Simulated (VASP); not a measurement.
# GaSb3 (Fm-3m) in VASP: notebook

The runs below take GaSb3 through single point, with PBE.

All numbers are computed with VASP 6.6.1; they aren't measurements. Logs are shortened: lines on timing, memory, paths and dates and some standing lists are left out, and cuts for length are marked.

### 1 The cell of the first run

It takes space group Fm-3m (No. 225, cubic). The conventional cell has a = 7.360 Å, b = 7.360 Å, c = 7.360 Å, α = 90.00°, β = 90.00°, γ = 90.00°. Within 4.2 Å of Sb (site symmetry m-3m) lie 8 Sb at 3.19 Å and 6 Ga at 3.68 Å. Within 4.2 Å of Sb (site symmetry -43m) lie 10 Sb at 3.19 to 3.68 Å and 4 Ga at 3.19 Å. Within 4.2 Å of Ga (site symmetry m-3m) lie 14 Sb at 3.19 to 3.68 Å.

### 2 Single point, PBE

The input, INCAR:

```
ALGO = Normal ; EDIFF = 1E-6
ENCUT = 520 ; GGA = PE
ISIF = 2 ; ISMEAR = -1
LASPH = T ; LCHARG = T
LELF = T ; LREAL = F
LVHAR = T ; LWAVE = F
NBANDS = 22 ; NELM = 80
PREC = Accurate ; SIGMA = 0.05
```

The input, KPOINTS:

```
k-points
0
Gamma
  6 6 6
```

The input, POSCAR:

```
GaSb3
1.0
    0.0000000000      3.6801753734      3.6801753734
    3.6801753734      0.0000000000      3.6801753734
    3.6801753734      3.6801753734      0.0000000000
Sb Ga
3 1
Direct
    0.5000000000      0.5000000000      0.5000000000
    0.7500000000      0.7500000000      0.7500000000
    0.2500000000      0.2500000000      0.2500000000
    0.0000000000      0.0000000000      0.0000000000
```

Potentials or basis: VASP PAW PBE potentials, release 64 (Sb, Ga_d).

The run is started by

```bash
$ cat potpaw_PBE.64/Sb/POTCAR potpaw_PBE.64/Ga_d/POTCAR > POTCAR
$ mpirun -np 1 vasp_std > vasp.out
```

OUTCAR:

```text
EDIFF = 1E-6
   ENCUT = 520
   GGA = PE
   ISIF = 2
   ISMEAR = -1
   LASPH = T
   LREAL = F
   NELM = 80
   PREC = Accurate

 ion  position               nearest neighbor table
   1  0.500  0.500  0.500-   3 3.19   3 3.19   3 3.19   2 3.19   2 3.19   2 3.19   3 3.19   2 3.19

   2  0.750  0.750  0.750-   1 3.19   1 3.19   1 3.19   4 3.19   4 3.19   4 3.19   4 3.19   1 3.19
                             3 3.68   3 3.68   3 3.68   3 3.68   3 3.68   3 3.68
   3  0.250  0.250  0.250-   4 3.19   4 3.19   4 3.19   1 3.19   1 3.19   1 3.19   4 3.19   1 3.19
                             2 3.68   2 3.68   2 3.68   2 3.68   2 3.68   2 3.68
   4  0.000  0.000  0.000-   2 3.19   2 3.19   2 3.19   3 3.19   3 3.19   3 3.19   3 3.19   2 3.19

  LATTYP: Found a face centered cubic cell.
 ALAT       =     7.3603507468

  Lattice vectors:

 A1 = (   0.0000000000,   3.6801753734,   3.6801753734)
 A2 = (   3.6801753734,   0.0000000000,   3.6801753734)
 A3 = (   3.6801753734,   3.6801753734,   0.0000000000)

Analysis of symmetry for initial positions (statically):
=====================================================================
 Subroutine PRICEL returns:
 Original cell was already a primitive cell.

 Routine SETGRP: Setting up the symmetry group for a
 face centered cubic supercell.

 Subroutine GETGRP returns: Found 48 space group operations
 (whereof 48 operations were pure point group operations)
 out of a pool of 48 trial point group operations.

The static configuration has the point symmetry O_h .

Analysis of symmetry for dynamics (positions and initial velocities):
=====================================================================
 Subroutine PRICEL returns:
 Original cell was already a primitive cell.

 Routine SETGRP: Setting up the symmetry group for a
 face centered cubic supercell.

 Subroutine GETGRP returns: Found 48 space group operations
 (whereof 48 operations were pure point group operations)
 out of a pool of 48 trial point group operations.

The dynamic configuration has the point symmetry O_h .

 Subroutine INISYM returns: Found 48 space group operations
 (whereof 48 operations are pure point group operations),
 and found     1 'primitive' translations

----------------------------------------------------------------------------------------

                                     Primitive cell

  volume of cell :      99.6863

[... 80 lines left out ...]
   LASPH  =      T    aspherical Exc in radial PAW
   ENCUT  =  520.0 eV  38.22 Ry    6.18 a.u.   9.68  9.68  9.68*2*pi/ulx,y,z
   NELM   =     80;   NELMIN=  2; NELMDL= -5     # of ELM steps
   EDIFF  = 0.1E-05   stopping-criterion for ELM
   LREAL  =      F    real-space projection
   EDIFFG = 0.1E-04   stopping-criterion for IOM
   NSW    =      0    number of steps for IOM
   IBRION =     -1    ionic relax: 0-MD 1-quasi-New 2-CG
   NFREE  =      0    steps in history (QN), initial steepest desc. (CG)
   ISIF   =      2    stress and relaxation
   ISYM   =      2    0-nonsym 1-usesym 2-fastsym
   POTIM  = 0.5000    time-step for ionic-motion
   TEBEG  =    0.0;   TEEND  =   0.0 temperature during run
   PSTRESS=    0.0 pullay stress
   NELECT =      28.0000    total number of electrons
   NUPDOWN=      -1.0000    fix difference up-down
   EMIN   =  10.00;   EMAX   =-10.00  energy-range for DOS
   EFERMI =   0.00;   METHOD = LEGACY
   ISMEAR =    -1;   SIGMA  =   0.05  broadening in eV -4-tet -1-fermi 0-gaus
   EFERMI_NEDOS =   21; number of points for ismear=-14 and -15
   IALGO  =     38    algorithm
   IMIX   =      4    mixing-type and parameters
     AMIX     =   0.40;   BMIX     =  1.00
     AMIX_MAG =   1.60;   BMIX_MAG =  1.00
  volume/ion in A,a.u.               =      24.92       168.18
  Fermi-wavevector in a.u.,A,eV,Ry     =   1.072134  2.026039 15.639501  1.149471
  Thomas-Fermi vector in A             =   2.207895
   LORBIT       =      0    0 simple, 1 ext, 2 COOP (PROOUT), +10 PAW based schemes
   GGA     = PE    functional components
   LHFCALC =     F    Hartree Fock is set to
   AEXX    =    0.0000 exact exchange contribution
   IVDW    =     0    specifies the selected vdW correction
   LEPSILON=     F    determine dielectric tensor
   LRPA    =     F    only Hartree local field effects (RPA)
 non-spin polarized calculation
  energy-cutoff  :      520.00
  volume of cell :       99.69
 maximum number of plane-waves:      2733
   NGX = 19   NGY = 19   NGZ = 19

 number of electron      28.0000006 magnetization

 Free energy of the ion-electron system (eV)
  ---------------------------------------------------
  ext. energy  EPLUGINS =         0.00000000
  ---------------------------------------------------
  free energy    TOTEN  =       -14.44431328 eV

  energy without entropy =      -14.40891818  energy(sigma->0) =      -14.42661573

 E-fermi :   8.0956     XC(G=0): -10.3725

 val. band max:        8.0219598831   @ k =  -0.3333   0.3333   0.1667
 cond. band min:       8.1188226670   @ k =   0.3333   0.1667   0.0000
 fundamental gap:      0.0968627839
 Fermi energy:         8.0955991336

 k-point     1 :       0.0000    0.0000    0.0000
  band No.  band energies     occupation
      1      -6.9470      2.00000
      2      -6.9469      2.00000
      3      -6.9469      2.00000
      4      -6.9327      2.00000
      5      -6.9327      2.00000
      6      -4.7840      2.00000
[... 389 lines left out ...]
     21      12.3764      0.00000
     22      15.1455      0.00000

------------------------ aborting loop because EDIFF is reached ----------------------------------------

  FORCE on cell =-STRESS in cart. coord.  units (eV):
  Direction    XX          YY          ZZ          XY          YZ          ZX
  --------------------------------------------------------------------------------------
  -------------------------------------------------------------------------------------
  Total        0.9024374      0.9024374      0.9024374      0.0000000      0.0000000      0.0000000
  in kB       14.5041446     14.5041446     14.5041446      0.0000000      0.0000000      0.0000000
  external PRESSURE =      14.5041446 kB  Pullay stress =       0.0000000 kB

 VOLUME and BASIS-vectors are now :
 -----------------------------------------------------------------------------
  energy-cutoff  :      520.00
  volume of cell :       99.69
      direct lattice vectors                 reciprocal lattice vectors
     0.000000000  3.680175373  3.680175373    -0.135863091  0.135863091  0.135863091
     3.680175373  0.000000000  3.680175373     0.135863091 -0.135863091  0.135863091
     3.680175373  3.680175373  0.000000000     0.135863091  0.135863091 -0.135863091

 POSITION                                       TOTAL-FORCE (eV/Angst)
 -----------------------------------------------------------------------------------
      3.68018      3.68018      3.68018        -0.000000      0.000000     -0.000000
      5.52026      5.52026      5.52026         0.000000     -0.000000     -0.000000
      1.84009      1.84009      1.84009         0.000000     -0.000000      0.000000
      0.00000      0.00000      0.00000        -0.000000      0.000000     -0.000000
 -----------------------------------------------------------------------------------
    total drift:                               -0.000000      0.000000      0.000000

  FREE ENERGIE OF THE ION-ELECTRON SYSTEM (eV)
  ---------------------------------------------------
  free  energy   TOTEN  =       -14.4443132843 eV

  energy  without entropy=      -14.4089181810  energy(sigma->0) =      -14.42661573
```

stdout:

```text
POSCAR found type information on POSCAR SbGa
 POSCAR found :  2 types and       4 ions
 scaLAPACK will be used
 LDA part: xc-table for (Slater+PW92), standard interpolation
 POSCAR, INCAR and KPOINTS ok, starting setup
 FFT: planning ... GRIDC
 FFT: planning ... GRID_SOFT
 FFT: planning ... GRID
 WAVECAR not read
 entering main loop
```

Run time: 15 s. Hardware: 1 thread of Intel Xeon 6975P-C (Granite Rapids), shared host; peak memory 0.24 GiB.

What came out:

```
Free energy            : -14.4443 eV
Pressure               : 1.5 GPa
Band gap on the k mesh : zero (band 14 reaches 9.29 eV, above the bottom of band 15 at 5.45 eV)
```

Caveat: spin-orbit coupling is left out, which moves the levels of the heavy elements.

### 3 Single point, PBE

This run uses another cell than the first one, of 25.44 Å³/atom, 1.021 times its volume.

The input, INCAR:

```
PREC = Accurate ; ENCUT = 520
EDIFF = 1E-6 ; ISMEAR = -1
SIGMA = 0.05 ; LREAL = F
LASPH = T ; NELM = 60
ALGO = Normal ; ISIF = 2
LWAVE = F ; LCHARG = F
GGA = PE ; NBANDS = 22
```

The input, KPOINTS:

```
regular mesh
0
Gamma
  6 6 6
```

The input, POSCAR:

```
GaSb3
1.0
    0.0000000000      3.7055566952      3.7055566952
    3.7055566952      0.0000000000      3.7055566952
    3.7055566952      3.7055566952      0.0000000000
Sb Ga
3 1
Direct
    0.5000000000      0.5000000000      0.5000000000
    0.7500000000      0.7500000000      0.7500000000
    0.2500000000      0.2500000000      0.2500000000
    0.0000000000      0.0000000000      0.0000000000
```

Potentials or basis: VASP PAW PBE potentials, release 64 (Sb, Ga_d).

The run is started by

```bash
$ cat potpaw_PBE.64/Sb/POTCAR potpaw_PBE.64/Ga_d/POTCAR > POTCAR
$ mpirun -np 1 vasp_std > vasp.out
```

OUTCAR:

```text
PREC = Accurate
   ENCUT = 520
   EDIFF = 1E-6
   ISMEAR = -1
   LREAL = F
   LASPH = T
   NELM = 60
   ISIF = 2
   GGA = PE

 ion  position               nearest neighbor table
   1  0.500  0.500  0.500-   3 3.21   3 3.21   3 3.21   2 3.21   3 3.21   2 3.21   2 3.21   2 3.21

   2  0.750  0.750  0.750-   1 3.21   1 3.21   1 3.21   1 3.21   4 3.21   4 3.21   4 3.21   4 3.21
                             3 3.71   3 3.71   3 3.71   3 3.71   3 3.71   3 3.71
   3  0.250  0.250  0.250-   4 3.21   4 3.21   4 3.21   1 3.21   4 3.21   1 3.21   1 3.21   1 3.21
                             2 3.71   2 3.71   2 3.71   2 3.71   2 3.71   2 3.71
   4  0.000  0.000  0.000-   2 3.21   2 3.21   2 3.21   2 3.21   3 3.21   3 3.21   3 3.21   3 3.21

  LATTYP: Found a face centered cubic cell.
 ALAT       =     7.4111133904

  Lattice vectors:

 A1 = (   0.0000000000,   3.7055566952,   3.7055566952)
 A2 = (   3.7055566952,   0.0000000000,   3.7055566952)
 A3 = (   3.7055566952,   3.7055566952,   0.0000000000)

Analysis of symmetry for initial positions (statically):
=====================================================================
 Subroutine PRICEL returns:
 Original cell was already a primitive cell.

 Routine SETGRP: Setting up the symmetry group for a
 face centered cubic supercell.

 Subroutine GETGRP returns: Found 48 space group operations
 (whereof 48 operations were pure point group operations)
 out of a pool of 48 trial point group operations.

The static configuration has the point symmetry O_h .

Analysis of symmetry for dynamics (positions and initial velocities):
=====================================================================
 Subroutine PRICEL returns:
 Original cell was already a primitive cell.

 Routine SETGRP: Setting up the symmetry group for a
 face centered cubic supercell.

 Subroutine GETGRP returns: Found 48 space group operations
 (whereof 48 operations were pure point group operations)
 out of a pool of 48 trial point group operations.

[... 112 lines left out ...]
   IALGO  =     38    algorithm
   IMIX   =      4    mixing-type and parameters
     AMIX     =   0.40;   BMIX     =  1.00
     AMIX_MAG =   1.60;   BMIX_MAG =  1.00
  volume/ion in A,a.u.               =      25.44       171.68
  Fermi-wavevector in a.u.,A,eV,Ry     =   1.064790  2.012162 15.425989  1.133778
  Thomas-Fermi vector in A             =   2.200320
   LORBIT       =      0    0 simple, 1 ext, 2 COOP (PROOUT), +10 PAW based schemes
   GGA     = PE    functional components
   LHFCALC =     F    Hartree Fock is set to
   AEXX    =    0.0000 exact exchange contribution
   IVDW    =     0    specifies the selected vdW correction
   LEPSILON=     F    determine dielectric tensor
   LRPA    =     F    only Hartree local field effects (RPA)
 non-spin polarized calculation
  energy-cutoff  :      520.00
  volume of cell :      101.76
 maximum number of plane-waves:      2764
   NGX = 19   NGY = 19   NGZ = 19

 number of electron      28.0000013 magnetization

 Free energy of the ion-electron system (eV)
  ---------------------------------------------------
  ext. energy  EPLUGINS =         0.00000000
  ---------------------------------------------------
  free energy    TOTEN  =       -14.45611898 eV

  energy without entropy =      -14.41994915  energy(sigma->0) =      -14.43803407

 E-fermi :   7.8422     XC(G=0): -10.2794

 val. band max:        7.7778911626   @ k =   0.5000   0.3333   0.0000
 cond. band min:       7.8676394915   @ k =   0.5000   0.1667   0.0000
 fundamental gap:      0.0897483290
 Fermi energy:         7.8421751516

 k-point     1 :       0.0000    0.0000    0.0000
  band No.  band energies     occupation
      1      -7.1878      2.00000
      2      -7.1878      2.00000
      3      -7.1878      2.00000
      4      -7.1746      2.00000
      5      -7.1746      2.00000
      6      -4.8781      2.00000
[... 389 lines left out ...]
     21      12.0664      0.00000
     22      14.8528      0.00000

------------------------ aborting loop because EDIFF is reached ----------------------------------------

  FORCE on cell =-STRESS in cart. coord.  units (eV):
  Direction    XX          YY          ZZ          XY          YZ          ZX
  --------------------------------------------------------------------------------------
  -------------------------------------------------------------------------------------
  Total        0.2251206      0.2251206      0.2251206     -0.0000000     -0.0000000      0.0000000
  in kB        3.5443409      3.5443409      3.5443409     -0.0000000     -0.0000000      0.0000000
  external PRESSURE =       3.5443409 kB  Pullay stress =       0.0000000 kB

 VOLUME and BASIS-vectors are now :
 -----------------------------------------------------------------------------
  energy-cutoff  :      520.00
  volume of cell :      101.76
      direct lattice vectors                 reciprocal lattice vectors
     0.000000000  3.705556695  3.705556695    -0.134932492  0.134932492  0.134932492
     3.705556695  0.000000000  3.705556695     0.134932492 -0.134932492  0.134932492
     3.705556695  3.705556695  0.000000000     0.134932492  0.134932492 -0.134932492

 POSITION                                       TOTAL-FORCE (eV/Angst)
 -----------------------------------------------------------------------------------
      3.70556      3.70556      3.70556         0.000000      0.000000      0.000000
      5.55834      5.55834      5.55834         0.000000      0.000000     -0.000000
      1.85278      1.85278      1.85278        -0.000000     -0.000000     -0.000000
      0.00000      0.00000      0.00000         0.000000      0.000000      0.000000
 -----------------------------------------------------------------------------------
    total drift:                               -0.000000      0.000000      0.000000

  FREE ENERGIE OF THE ION-ELECTRON SYSTEM (eV)
  ---------------------------------------------------
  free  energy   TOTEN  =       -14.4561189839 eV

  energy  without entropy=      -14.4199491517  energy(sigma->0) =      -14.43803407
```

stdout:

```text
POSCAR found type information on POSCAR SbGa
 POSCAR found :  2 types and       4 ions
 scaLAPACK will be used
 LDA part: xc-table for (Slater+PW92), standard interpolation
 POSCAR, INCAR and KPOINTS ok, starting setup
 FFT: planning ... GRIDC
 FFT: planning ... GRID_SOFT
 FFT: planning ... GRID
 WAVECAR not read
 entering main loop
```

Wall time 13 s (1 thread of Intel Xeon 6975P-C (Granite Rapids), shared host); peak memory 0.24 GiB.

What came out:

```yaml
Free_energy: -14.4561 eV
Pressure: 0.4 GPa
Band_gap_on_the_k_mesh: zero (band 14 reaches 9.00 eV, above the bottom of band 15 at 5.26 eV)
```

Caveat: spin-orbit coupling is left out, which moves the levels of the heavy elements.

### 4 Single point, PBE

This run uses another cell than the first one, of 25.96 Å³/atom, 1.042 times its volume.

The input, INCAR:

```
  ALGO = Normal
  EDIFF = 1E-6
  ENCUT = 520
  GGA = PE
  ISIF = 2
  ISMEAR = -1
  LASPH = True
  LCHARG = False
  LREAL = False
  LWAVE = False
  NBANDS = 22
  NELM = 80
  PREC = Accurate
  SIGMA = 0.05
```

The input, KPOINTS:

```
k-points
0
Gamma
  6 6 6
```

The input, POSCAR:

```
GaSb3
1.0
    0.0000000000      3.7305950000      3.7305950000
    3.7305950000      0.0000000000      3.7305950000
    3.7305950000      3.7305950000      0.0000000000
Sb Ga
3 1
Direct
    0.5000000000      0.5000000000      0.5000000000
    0.7500000000      0.7500000000      0.7500000000
    0.2500000000      0.2500000000      0.2500000000
    0.0000000000      0.0000000000      0.0000000000
```

The run is started by

```bash
$ cat potpaw_PBE.64/Sb/POTCAR potpaw_PBE.64/Ga_d/POTCAR > POTCAR
$ mpirun -np 1 vasp_std > vasp.out
```

It took 14 s on 1 thread of Intel Xeon 6975P-C (Granite Rapids), shared host; peak memory 0.24 GiB.

It converged, with:

- Free energy: -14.4545 eV
- Pressure: -0.6 GPa
- Band gap on the k mesh: zero (band 14 reaches 8.73 eV, above the bottom of band 15 at 5.08 eV)

Levels at points of the mesh, in eV from the Fermi level:
```
           k point  band 12  band 13  band 14  band 15  band 16  band 17
(0.00, 0.00, 0.00)    -2.67    -2.52    -2.52    -2.52    -0.82    -0.82
(0.50, 0.00, 0.00)    -2.72    -2.72    -0.52    -0.16     1.94     1.94
(0.50, 0.50, 0.00)     0.49     0.81     0.94     0.94     1.76     1.76
```

Caveat: spin-orbit coupling is left out, which moves the levels of the heavy elements.

### 5 The runs side by side

| cell | gap on the mesh (eV) | pressure (GPa) |
| --- | --- | --- |
| a = 5.205 Å, angles 60.0°, 4 atoms | none | 1.5 |
| a = 5.240 Å, angles 60.0°, 4 atoms | none | 0.4 |
| a = 5.276 Å, angles 60.0°, 4 atoms | none | -0.6 |

Alike in all rows: task single point; level PBE; potentials or basis VASP PAW PBE potentials, release 64 (Sb, Ga_d); no spin polarisation; k mesh 6 × 6 × 6; cutoff (eV) 520; smearing fermi-dirac 0.05 eV.

Caveats: spin-orbit coupling is left out, which moves the levels of the heavy elements.

Total energies depend on the potentials used, so only differences within one code and one set of settings carry meaning.
